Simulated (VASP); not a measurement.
Input of a VASP 6.6.1 run:

The input INCAR:

```
SYSTEM = Pb
ALGO     = Normal         ! electronic algorithm
EDIFF    = 1E-6           ! SCF threshold, eV
ENCUT    = 500            ! plane-wave cutoff, eV
GGA      = PS             ! functional
GGA_COMPAT= .False.      
ISIF     = 2              ! what is computed and relaxed
ISMEAR   = 1              ! smearing method
LASPH    = .True.         ! aspherical terms in the spheres
LCHARG   = .True.         ! write CHGCAR
LELF     = .True.         ! ELF
LREAL    = .False.        ! projectors in reciprocal space
LVHAR    = .True.       
LWAVE    = .False.        ! write WAVECAR
NBANDS   = 13             ! bands
NELM     = 120            ! most SCF steps
PREC     = Accurate       ! precision mode
SIGMA    = 0.05           ! smearing width, eV
```

Contents of KPOINTS:

```
k-points
0
Gamma
  7 7 7
  0 0 0
```

The input POSCAR:

```
Pb
1.0
    3.1546134080      0.0000000000      0.0000000000
    0.0000000000      3.1546134080      0.0000000000
    0.0000000000      0.0000000000      3.1546134080
Pb
1
Direct
    0.0000000000      0.0000000000      0.0000000000
```

Potentials or basis: VASP PAW PBE potentials, release 64 (Pb_d).

Run with:

```sh
$ cat potpaw_PBE.64/Pb_d/POTCAR > POTCAR
$ mpirun -np 1 vasp_std > vasp.out
```

Estimate the band gap on the k mesh.

zero (band 7 reaches 11.66 eV, above the bottom of band 8 at 4.86 eV).

What does it give for the pressure?

1.0 GPa.

Caveat: the PAW data sets were made with another functional, which shifts forces and pressure a little; spin-orbit coupling is left out, which moves the levels of the heavy elements.
